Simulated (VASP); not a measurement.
TmTaSe4: single point with PBE

Crystal: TmTaSe4.

```
Tm Ta Se
1.0
     4.73396    0.00000    0.00000
    -2.36698    4.09973    0.00000
     0.00000    0.00000    6.36662
Tm Ta Se
1 1 4
Cartesian
  0.0000 0.0000 3.1833
  0.0000 0.0000 0.0000
  0.0000 2.7332 4.9151
  0.0000 2.7332 1.4515
  2.3670 1.3666 4.9151
  2.3670 1.3666 1.4515
```

The cell was generated, and may not be a known phase.

```yaml
Program: VASP 6.6.1
Task: single point
Functional: PBE
Potentials_or_basis: VASP PAW PBE potentials, release 64 (Tm_3, Ta_pv, Se), 4f in core
Cutoff: 500 eV
k_mesh: 6 × 6 × 4
Occupations: gaussian, width 0.1 eV
Spin: collinear spin
Starting_moments: "[0.0, 0.29, 0.0, 0.0, 0.0, 0.0] μB"
Dipole_correction: no
Further_INCAR_settings: ALGO = Normal; EDIFF = 1e-06; NBANDS = 35
```

- Pressure: 0.4 GPa
- Largest force: 0.022 eV/Å
- Band gap on the k mesh: zero (filled and empty bands overlap)
- Net moment: 0.00 μB per cell
- Valence electrons inside the program's atomic spheres: Tm 7.89; Ta 8.54; Se 3.79

Forces in eV/Å, atoms in the order of the input:
```
Tm   0.000  0.000  0.000
Ta   0.000  0.000  0.000
Se   0.000  0.000  0.022
Se   0.000  0.000 -0.022
Se   0.000  0.000  0.022
Se   0.000  0.000 -0.022
```

Stress tensor (GPa, compression positive):
```
0.42 0.00 0.00
0.00 0.42 0.00
0.00 0.00 0.29
```

Levels at points of the mesh, in eV from the Fermi level:
Spin up:
```tsv
k point	band 18	band 19	band 20	band 21	band 22	band 23	band 24	band 25	band 26	band 27
(0.00, 0.00, 0.00)	-3.09	-2.23	-2.23	-2.12	-1.16	-0.17	-0.17	1.24	1.87	2.55
(0.50, 0.00, 0.00)	-1.14	-1.14	-0.78	-0.52	0.34	0.60	1.15	1.38	1.40	1.61
(0.00, 0.00, 0.50)	-2.76	-2.67	-2.67	-1.73	-0.46	-0.19	0.64	1.00	1.00	2.27
(0.50, 0.00, 0.50)	-2.50	-1.37	-0.70	-0.47	-0.02	0.15	0.90	1.07	1.65	1.86
```
Spin down:
| k point | band 18 | band 19 | band 20 | band 21 | band 22 | band 23 | band 24 | band 25 | band 26 | band 27 |
| --- | --- | --- | --- | --- | --- | --- | --- | --- | --- | --- |
| (0.00, 0.00, 0.00) | -3.09 | -2.23 | -2.23 | -2.12 | -1.16 | -0.17 | -0.17 | 1.24 | 1.87 | 2.55 |
| (0.50, 0.00, 0.00) | -1.14 | -1.14 | -0.78 | -0.52 | 0.34 | 0.60 | 1.15 | 1.38 | 1.40 | 1.61 |
| (0.00, 0.00, 0.50) | -2.76 | -2.67 | -2.67 | -1.73 | -0.46 | -0.19 | 0.64 | 1.00 | 1.00 | 2.27 |
| (0.50, 0.00, 0.50) | -2.50 | -1.37 | -0.70 | -0.47 | -0.02 | 0.15 | 0.90 | 1.07 | 1.65 | 1.86 |

Wall time 3.6 min on 1 thread of Intel(R) Xeon(R) Platinum 8259CL CPU @ 2.50GHz (Skylake/Cascade Lake), with other jobs on the host, peak memory 0.36 GiB.

Caveat: the magnetic or orbital state may not be the lowest; spin-orbit coupling is left out, which moves the levels of the heavy elements; the 4f electrons are frozen in the core, so they carry no moment and show no levels. With open d or f shells a metallic result of PBE can be an artefact of self-interaction; +U or a hybrid may open a gap.
